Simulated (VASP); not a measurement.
# TaN (P-6m2) in VASP: a series of runs

The runs below take TaN through single point, with LDA, HSE06.

Everything below comes from runs of VASP 6.6.1. Logs are shortened: lines on timing, memory, paths and dates and some standing lists are left out, and cuts for length are marked.

## (1) The cell of the first run

Symmetry: P-6m2, No. 187, hexagonal system. Conventional cell: a = 2.938 Å, b = 2.938 Å, c = 2.883 Å, α = 90.00°, β = 90.00°, γ = 120.00°. Ta (site symmetry -6m2) has 6 N at 2.23 Å and 8 Ta at 2.88 to 2.94 Å within 3.0 Å. N (site symmetry -6m2) has 6 Ta at 2.23 Å and 8 N at 2.88 to 2.94 Å within 3.0 Å.

## (2) Single point, LDA

File INCAR:

```
PREC     = Accurate       # precision mode
ENCUT    = 1330           # plane-wave cutoff, eV
EDIFF    = 1E-6           # SCF threshold, eV
ISMEAR   = -1             # smearing method
SIGMA    = 0.05           # smearing width, eV
LREAL    = False          # projectors in reciprocal space
LASPH    = True           # aspherical terms in the spheres
NELM     = 120            # most SCF steps
ALGO     = Normal         # electronic algorithm
ISIF     = 2              # what is computed and relaxed
LWAVE    = False          # write WAVECAR
LCHARG   = True           # write CHGCAR
LELF     = True           # ELF
LVHAR    = True         
NBANDS   = 16             # bands
GGA_COMPAT= False
```

File KPOINTS:

```
regular mesh
0
Gamma
  10 10 9
```

File POSCAR:

```
TaN
1.0
    2.9380000000      0.0000000000      0.0000000000
   -1.4690000000      2.5443826363      0.0000000000
    0.0000000000      0.0000000000      2.8830000000
Ta N
1 1
Direct
    0.0000000000      0.0000000000      0.5000000000
    0.6666666667      0.3333333333      0.0000000000
```

Potentials or basis: VASP PAW LDA potentials, release 64 (Ta_sv_GW, N_h).

Command:

```console
> cat potpaw_LDA.64/Ta_sv_GW/POTCAR potpaw_LDA.64/N_h/POTCAR > POTCAR
> mpirun -np 1 vasp_std > vasp.out
```

OUTCAR:

```text
PREC = Accurate
   ENCUT = 1330
   EDIFF = 1E-6
   ISMEAR = -1
   LREAL = False
   LASPH = True
   NELM = 120
   ISIF = 2

 ion  position               nearest neighbor table
   1  0.000  0.000  0.500-   2 2.23   2 2.23   2 2.23   2 2.23   2 2.23   2 2.23
   2  0.667  0.333  0.000-   1 2.23   1 2.23   1 2.23   1 2.23   1 2.23   1 2.23

  LATTYP: Found a hexagonal cell.
 ALAT       =     2.9380000000
 C/A-ratio  =     0.9812797822

  Lattice vectors:

 A1 = (   2.9380000000,   0.0000000000,   0.0000000000)
 A2 = (  -1.4690000000,   2.5443826363,   0.0000000000)
 A3 = (   0.0000000000,   0.0000000000,   2.8830000000)

Analysis of symmetry for initial positions (statically):
=====================================================================
 Subroutine PRICEL returns:
 Original cell was already a primitive cell.

 Routine SETGRP: Setting up the symmetry group for a
 hexagonal supercell.

 Subroutine GETGRP returns: Found 12 space group operations
 (whereof 12 operations were pure point group operations)
 out of a pool of 24 trial point group operations.

The static configuration has the point symmetry D_3h.

Analysis of symmetry for dynamics (positions and initial velocities):
=====================================================================
 Subroutine PRICEL returns:
 Original cell was already a primitive cell.

 Routine SETGRP: Setting up the symmetry group for a
 hexagonal supercell.

 Subroutine GETGRP returns: Found 12 space group operations
 (whereof 12 operations were pure point group operations)
 out of a pool of 24 trial point group operations.

The dynamic configuration has the point symmetry D_3h.

 Subroutine INISYM returns: Found 12 space group operations
 (whereof 12 operations are pure point group operations),
 and found     1 'primitive' translations

----------------------------------------------------------------------------------------

                                     Primitive cell

  volume of cell :      21.5516

  direct lattice vectors                    reciprocal lattice vectors
     2.938000000  0.000000000  0.000000000     0.340367597  0.196511324  0.000000000
    -1.469000000  2.544382636  0.000000000     0.000000000  0.393022648  0.000000000
     0.000000000  0.000000000  2.883000000     0.000000000  0.000000000  0.346860909

  length of vectors
     2.938000000  2.938000000  2.883000000     0.393022648  0.393022648  0.346860909

  position of ions in fractional coordinates (direct lattice)
     0.000000000  0.000000000  0.500000000
     0.666666667  0.333333333  0.000000000

  ion indices of the primitive-cell ions
   primitive index   ion index
                 1           1
                 2           2

----------------------------------------------------------------------------------------

 KPOINTS: regular mesh

Automatic generation of k-mesh.
 Grid dimensions read from file:
 generate k-points for:   10   10    9

 Generating k-lattice:

  Cartesian coordinates                     Fractional coordinates (reciprocal lattice)
     0.034036760  0.019651132  0.000000000     0.100000000  0.000000000  0.000000000
     0.000000000  0.039302265  0.000000000     0.000000000  0.100000000  0.000000000
     0.000000000  0.000000000  0.038540101     0.000000000  0.000000000  0.111111111

  Length of vectors
     0.039302265  0.039302265  0.038540101

  Shift w.r.t. Gamma in fractional coordinates (k-lattice)
     0.000000000  0.000000000  0.000000000

 Subroutine IBZKPT returns following result:
 ===========================================

 Found     70 irreducible k-points:

 Following reciprocal coordinates:
            Coordinates               Weight
  0.000000  0.000000  0.000000      1.000000
  0.100000 -0.000000  0.000000      6.000000
  0.200000 -0.000000  0.000000      6.000000
  0.300000  0.000000  0.000000      6.000000
  0.400000 -0.000000  0.000000      6.000000
  0.500000  0.000000  0.000000      3.000000
[... 16 lines left out ...]
  0.300000  0.100000  0.111111     24.000000
  0.400000  0.100000  0.111111     24.000000
 [... further k-points ...]
   k-points           NKPTS =     70   k-points in BZ     NKDIM =     70   number of bands    NBANDS=     16
   number of dos      NEDOS =    301   number of ions     NIONS =      2
   total plane-waves  NPLWV =  46656
   dimension x,y,z NGX =    36 NGY =   36 NGZ =   36
   dimension x,y,z NGXF=    72 NGYF=   72 NGZF=   72
   ions per type =               1   1
   NGX,Y,Z   is equivalent  to a cutoff of  20.37, 20.37, 20.76 a.u.
   NGXF,Y,Z  is equivalent  to a cutoff of  40.74, 40.74, 41.52 a.u.
 SYSTEM =  unknown system
   PREC   = accura    normal or accurate (medium, high low for compatibility)
   ISTART =      0    job   : 0-new  1-cont  2-samecut
   ICHARG =      2    charge: 1-file 2-atom 10-const
   ISPIN  =      1    spin polarized calculation?
   LNONCOLLINEAR =      F non collinear calculations
   LSORBIT =      F    spin-orbit coupling
   LASPH  =      T    aspherical Exc in radial PAW
   ENCUT  = 1330.0 eV  97.75 Ry    9.89 a.u.   8.74  8.74  8.57*2*pi/ulx,y,z
   NELM   =    120;   NELMIN=  2; NELMDL= -5     # of ELM steps
   EDIFF  = 0.1E-05   stopping-criterion for ELM
   LREAL  =      F    real-space projection
   EDIFFG = 0.1E-04   stopping-criterion for IOM
   NSW    =      0    number of steps for IOM
   IBRION =     -1    ionic relax: 0-MD 1-quasi-New 2-CG
   NFREE  =      0    steps in history (QN), initial steepest desc. (CG)
   ISIF   =      2    stress and relaxation
   ISYM   =      2    0-nonsym 1-usesym 2-fastsym
   POTIM  = 0.5000    time-step for ionic-motion
   TEBEG  =    0.0;   TEEND  =   0.0 temperature during run
   PSTRESS=    0.0 pullay stress
   NELECT =      18.0000    total number of electrons
   NUPDOWN=      -1.0000    fix difference up-down
   EMIN   =  10.00;   EMAX   =-10.00  energy-range for DOS
   EFERMI =   0.00;   METHOD = LEGACY
   ISMEAR =    -1;   SIGMA  =   0.05  broadening in eV -4-tet -1-fermi 0-gaus
   EFERMI_NEDOS =   21; number of points for ismear=-14 and -15
   IALGO  =     38    algorithm
   IMIX   =      4    mixing-type and parameters
     AMIX     =   0.40;   BMIX     =  1.00
     AMIX_MAG =   1.60;   BMIX_MAG =  1.00
  volume/ion in A,a.u.               =      10.78        72.72
  Fermi-wavevector in a.u.,A,eV,Ry     =   1.541722  2.913432 32.339776  2.376906
  Thomas-Fermi vector in A             =   2.647628
   LORBIT       =      0    0 simple, 1 ext, 2 COOP (PROOUT), +10 PAW based schemes
   GGA     = CA    functional components
   LHFCALC =     F    Hartree Fock is set to
   AEXX    =    0.0000 exact exchange contribution
   IVDW    =     0    specifies the selected vdW correction
   LEPSILON=     F    determine dielectric tensor
   LRPA    =     F    only Hartree local field effects (RPA)
 non-spin polarized calculation
  energy-cutoff  :     1330.00
  volume of cell :       21.55
 maximum number of plane-waves:      2411
 NGX is ok and might be reduce to    36
   NGX = 17   NGY = 17   NGZ = 17

 number of electron      18.0000000 magnetization

 Free energy of the ion-electron system (eV)
  ---------------------------------------------------
  ext. energy  EPLUGINS =         0.00000000
  ---------------------------------------------------
  free energy    TOTEN  =       -27.20929556 eV

  energy without entropy =      -27.20894960  energy(sigma->0) =      -27.20912258

 E-fermi :  12.4919     XC(G=0): -13.9919

 val. band max:       12.3651334945   @ k =   0.0000   0.0000   0.4444
 cond. band min:      12.6504391282   @ k =   0.0000   0.0000   0.3333
 fundamental gap:      0.2853056337
 Fermi energy:        12.4919179269

 k-point     1 :       0.0000    0.0000    0.0000
  band No.  band energies     occupation
      1     -55.6485      2.00000
      2     -22.1643      2.00000
      3     -21.9034      2.00000
      4     -21.9034      2.00000
      5      -5.0571      2.00000
      6       7.9140      2.00000
[... 8 lines left out ...]
     15      25.4149      0.00000
     16      28.6065      0.00000

 k-point     2 :       0.1000   -0.0000    0.0000
  band No.  band energies     occupation
      1     -55.6410      2.00000
      2     -22.1504      2.00000
      3     -22.0118      2.00000
      4     -21.9267      2.00000
      5      -4.8500      2.00000
      6       7.3328      2.00000
[... 8 lines left out ...]
     15      25.3943      0.00000
     16      29.0036      0.00000

 k-point     3 :       0.2000   -0.0000    0.0000
  band No.  band energies     occupation
      1     -55.6215      2.00000
      2     -22.2866      2.00000
      3     -22.1140      2.00000
      4     -21.9869      2.00000
      5      -4.2991      2.00000
      6       6.2238      2.00000
[... 8 lines left out ...]
     15      25.4197      0.00000
     16      29.6255      0.00000

 k-point     4 :       0.3000    0.0000    0.0000
  band No.  band energies     occupation
      1     -55.5973      2.00000
      2     -22.6106      2.00000
      3     -22.0687      2.00000
      4     -22.0602      2.00000
      5      -3.5891      2.00000
      6       5.1850      2.00000
[... 8 lines left out ...]
     15      25.7620      0.00000
     16      29.3512      0.00000
[... 324 lines left out ...]
 k-point    22 :       0.2000    0.1000    0.1111
  band No.  band energies     occupation
      1     -55.5998      2.00000
      2     -22.4613      2.00000
      3     -22.1914      2.00000
      4     -22.0515      2.00000
      5      -3.6971      2.00000
      6       5.7448      2.00000
[... 8 lines left out ...]
     15      25.2252      0.00000
     16      29.5167      0.00000

 k-point    23 :       0.3000    0.1000    0.1111
  band No.  band energies     occupation
      1     -55.5779      2.00000
      2     -22.7247      2.00000
      3     -22.1475      2.00000
      4     -22.1358      2.00000
      5      -3.1068      2.00000
      6       4.9263      2.00000
[... 8 lines left out ...]
     15      25.4892      0.00000
     16      28.1107      0.00000

 k-point    24 :       0.4000    0.1000    0.1111
  band No.  band energies     occupation
      1     -55.5643      2.00000
      2     -22.8827      2.00000
      3     -22.1885      2.00000
      4     -22.1186      2.00000
      5      -2.7246      2.00000
      6       4.4631      2.00000
[... 8 lines left out ...]
     15      24.2574      0.00000
     16      28.0365      0.00000

 [... further k-points ...]

------------------------ aborting loop because EDIFF is reached ----------------------------------------

  FORCE on cell =-STRESS in cart. coord.  units (eV):
  Direction    XX          YY          ZZ          XY          YZ          ZX
  --------------------------------------------------------------------------------------
  -------------------------------------------------------------------------------------
  Total       -1.3412403     -1.3412403     -1.5451893     -0.0000000      0.0000000      0.0000000
  in kB      -99.7099115    -99.7099115   -114.8717997     -0.0000000      0.0000000      0.0000000
  external PRESSURE =    -104.7638742 kB  Pullay stress =       0.0000000 kB

 VOLUME and BASIS-vectors are now :
 -----------------------------------------------------------------------------
  energy-cutoff  :     1330.00
  volume of cell :       21.55
      direct lattice vectors                 reciprocal lattice vectors
     2.938000000  0.000000000  0.000000000     0.340367597  0.196511324  0.000000000
    -1.469000000  2.544382636  0.000000000     0.000000000  0.393022648  0.000000000
     0.000000000  0.000000000  2.883000000     0.000000000  0.000000000  0.346860909

 POSITION                                       TOTAL-FORCE (eV/Angst)
 -----------------------------------------------------------------------------------
      0.00000      0.00000      1.44150        -0.000000      0.000000      0.000000
      1.46900      0.84813      0.00000         0.000000      0.000000      0.000000
 -----------------------------------------------------------------------------------
    total drift:                               -0.000000      0.000000      0.000000

  FREE ENERGIE OF THE ION-ELECTRON SYSTEM (eV)
  ---------------------------------------------------
  free  energy   TOTEN  =       -27.2092955599 eV

  energy  without entropy=      -27.2089495973  energy(sigma->0) =      -27.20912258
```

Wall time 59 s (1 thread of Intel Xeon Platinum 8488C (Sapphire Rapids), shared host); peak memory 0.27 GiB.

What came out:

```yaml
Free_energy: -27.2093 eV
Pressure: -10.5 GPa
Band_gap_on_the_k_mesh: zero (bands 9 and 10 overlap by 0.29 eV)
```

Levels at points of the mesh, in eV from the Fermi level:
| k point | band 7 | band 8 | band 9 | band 10 | band 11 | band 12 |
| --- | --- | --- | --- | --- | --- | --- |
| (0.00, 0.00, 0.00) | -4.58 | -4.22 | -2.91 | 2.32 | 3.54 | 3.54 |
| (0.50, 0.00, 0.00) | -5.22 | -3.50 | -3.16 | 2.91 | 3.99 | 5.13 |

Caveat: the cell stands under tension; spin-orbit coupling is left out, which moves the levels of the heavy elements.

## (3) Single point, LDA

File INCAR:

```
SYSTEM = TaN
PREC = Accurate
ENCUT = 700
EDIFF = 1E-6
ISMEAR = 0
SIGMA = 0.02
LREAL = .FALSE.
LASPH = .TRUE.
NELM = 120
ALGO = Normal
ISIF = 2
LWAVE = .FALSE.
LCHARG = .FALSE.
GGA = CA
NBANDS = 16
GGA_COMPAT = .FALSE.
```

File KPOINTS:

```
Automatic mesh
0
G
  10 10 9
  0 0 0
```

POSCAR is that of step 2.

Potentials or basis: VASP PAW LDA potentials, release 64 (Ta_sv_GW, N).

Command:

```console
> cat potpaw_LDA.64/Ta_sv_GW/POTCAR potpaw_LDA.64/N/POTCAR > POTCAR
> mpirun -np 1 vasp_std > vasp.out
```

Wall time 45 s (1 thread of Intel Xeon Platinum 8259CL at 2.50GHz (Skylake/Cascade Lake), shared host); peak memory 0.18 GiB.

Results (log left out):

- Free energy: -27.2109 eV
- Pressure: -10.6 GPa
- Band gap on the k mesh: zero (bands 9 and 10 overlap by 0.29 eV)

Stress tensor (GPa, compression positive):
```
-10.08   0.00   0.00
  0.00 -10.08   0.00
  0.00   0.00 -11.57
```

Levels at points of the mesh, in eV from the Fermi level:
| k point | band 7 | band 8 | band 9 | band 10 | band 11 | band 12 |
| --- | --- | --- | --- | --- | --- | --- |
| (0.00, 0.00, 0.00) | -4.60 | -4.24 | -2.93 | 2.30 | 3.52 | 3.52 |
| (0.50, 0.00, 0.00) | -5.23 | -3.52 | -3.18 | 2.90 | 3.97 | 5.12 |

Caveat: the cell stands under tension; spin-orbit coupling is left out, which moves the levels of the heavy elements.

## (4) Single point, HSE06

POSCAR is that of step 3.

File INCAR.step1:

```
ALGO = Normal ; EDIFF = 1E-5
ENCUT = 520 ; GGA = PE
ISIF = 2 ; ISMEAR = -1
LASPH = True ; LCHARG = False
LREAL = False ; LWAVE = True
NBANDS = 15 ; NELM = 80
PREC = Accurate ; SIGMA = 0.05
```

File INCAR.step2:

```
ALGO = Normal ; EDIFF = 1E-7
ENCUT = 520 ; GGA = PE
HFSCREEN = 0.2079 ; ISIF = 2
ISMEAR = -1 ; ISTART = 1
LASPH = True ; LCHARG = False
LHFCALC = True ; LREAL = False
LWAVE = False ; NBANDS = 15
NELM = 80 ; PREC = Accurate
PRECFOCK = Normal ; SIGMA = 0.05
```

File KPOINTS:

```
k-points
0
Gamma
  8 8 6
```

Potentials or basis: VASP PAW PBE potentials, release 64 (Ta_pv, N).

Command:

```console
> cat potpaw_PBE.64/Ta_pv/POTCAR potpaw_PBE.64/N/POTCAR > POTCAR
> cp INCAR.step1 INCAR
> mpirun -np 1 vasp_std > vasp.out
> cp INCAR.step2 INCAR
> mpirun -np 1 vasp_std > vasp.out
```

It took 2.2 h on 1 thread of Oxide Virtual Turin-like, shared host; peak memory 0.24 GiB.

It converged, with:

```yaml
Free_energy: -26.3730 eV
Pressure: -4.2 GPa
Band_gap_on_the_k_mesh: zero (bands 8 and 9 overlap by 0.41 eV)
```

Stress tensor (GPa, compression positive):
```
-3.95  0.00  0.00
 0.00 -3.95  0.00
 0.00  0.00 -4.63
```

Levels at points of the mesh, in eV from the Fermi level:
```tsv
k point	band 6	band 7	band 8	band 9	band 10	band 11
(0.00, 0.00, 0.00)	-5.79	-5.30	-4.02	2.36	3.83	3.83
(0.50, 0.00, 0.00)	-6.45	-4.46	-4.32	3.28	4.28	5.59
(0.00, 0.00, 0.50)	-4.86	-4.86	-0.35	-0.35	2.27	3.60
(0.50, 0.00, 0.50)	-7.61	-7.02	-1.23	4.50	5.64	6.31
```

Caveat: the k points lie up to 0.36 Å⁻¹ apart; the PAW data sets were made with another functional, which shifts forces and pressure a little; spin-orbit coupling is left out, which moves the levels of the heavy elements.

## (5) The runs side by side

| level | potentials or basis | k mesh | cutoff (eV) | smearing | grid for exact exchange (PRECFOCK) | share of exact exchange | screening parameter | gap on the mesh (eV) | pressure (GPa) |
| --- | --- | --- | --- | --- | --- | --- | --- | --- | --- |
| LDA | VASP PAW LDA potentials, release 64 (Ta_sv_GW, N_h) | 10 × 10 × 9 | 1330 | fermi-dirac 0.05 eV | - | - | - | none | -10.5 |
| LDA | VASP PAW LDA potentials, release 64 (Ta_sv_GW, N) | 10 × 10 × 9 | 700 | gaussian 0.02 eV | - | - | - | none | -10.6 |
| HSE06 | VASP PAW PBE potentials, release 64 (Ta_pv, N) | 8 × 8 × 6 | 520 | fermi-dirac 0.05 eV | Normal | 0.25 | 0.2079 1/Å | none | -4.2 |

Alike in all rows: task single point; no spin polarisation; cell as given.

Caveats: some runs use coarse meshes; spin-orbit coupling is left out, which moves the levels of the heavy elements; the cell stands under tension (at least some runs); the PAW data sets were made with another functional, which shifts forces and pressure a little (at least some runs).

Absolute energies hang on the potentials; compare differences alone.

The gap in the log of VASP goes by the Fermi energy; the results here count the filled bands.